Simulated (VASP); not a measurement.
Write the native input for VASP 6.6.1 that does the following.

- Task: single point
- Functional: PBEsol
- Potentials or basis: VASP PAW PBE potentials, release 64 (Ti_sv, Co)
- Cutoff: 520 eV
- k mesh: 10 × 10 × 10
- Occupations: gaussian, width 0.1 eV
- Spin: collinear spin, ferromagnetic start
- Starting moments: [0.0, 0.0, 0.0, 0.0, 1.11, 1.11] μB
- Dipole correction: no
- Further INCAR settings: ALGO = Normal; EDIFF = 1e-06; NBANDS = 46

The structure of Ti2Co lies in POSCAR:

```
Ti2Co
1.0
    0.0000000000      3.4895129944      3.4895129944
    3.4895129944      0.0000000000      3.4895129944
    3.4895129944      3.4895129944      0.0000000000
Ti Co
4 2
Direct
    0.6250000000      0.6250000000      0.6250000000
    0.1250000000      0.6250000000      0.6250000000
    0.6250000000      0.6250000000      0.1250000000
    0.6250000000      0.1250000000      0.6250000000
    0.0000000000      0.0000000000      0.0000000000
    0.2500000000      0.2500000000      0.2500000000
```

One way to write it, as run:

INCAR

```
SYSTEM = Ti2Co
ALGO = Normal ; EDIFF = 1E-6
ENCUT = 520 ; GGA = PS
ISIF = 2 ; ISMEAR = 0
ISPIN = 2 ; LASPH = .True.
LCHARG = .True. ; LELF = .True.
LMAXMIX = 4 ; LORBIT = 11
LREAL = .False. ; LVHAR = .True.
LWAVE = .False. ; MAGMOM = 0 0 0 0 1.11 1.11
NBANDS = 46 ; NELM = 150
PREC = Accurate ; SIGMA = 0.1
```

KPOINTS

```
k-points
0
Gamma
  10 10 10
  0 0 0
```

Potentials or basis: VASP PAW PBE potentials, release 64 (Ti_sv, Co).

Launch:

```console
$ cat potpaw_PBE.64/Ti_sv/POTCAR potpaw_PBE.64/Co/POTCAR > POTCAR
$ mpirun -np 1 vasp_std > vasp.out
```

Results of the run:

```yaml
Pressure: -0.2 GPa
Net_moment: 1.83 μB per cell
Site_moments: Ti +0.01; Co +0.97 μB
Valence_electrons_inside_the_program's_atomic_spheres: Ti 10.61; Co 7.96
```

Caveat: the PAW data sets were made with another functional, which shifts forces and pressure a little.

Run time: 22 min on 1 thread of Intel Xeon 8259CL, on a shared host, peak memory 0.46 GiB.
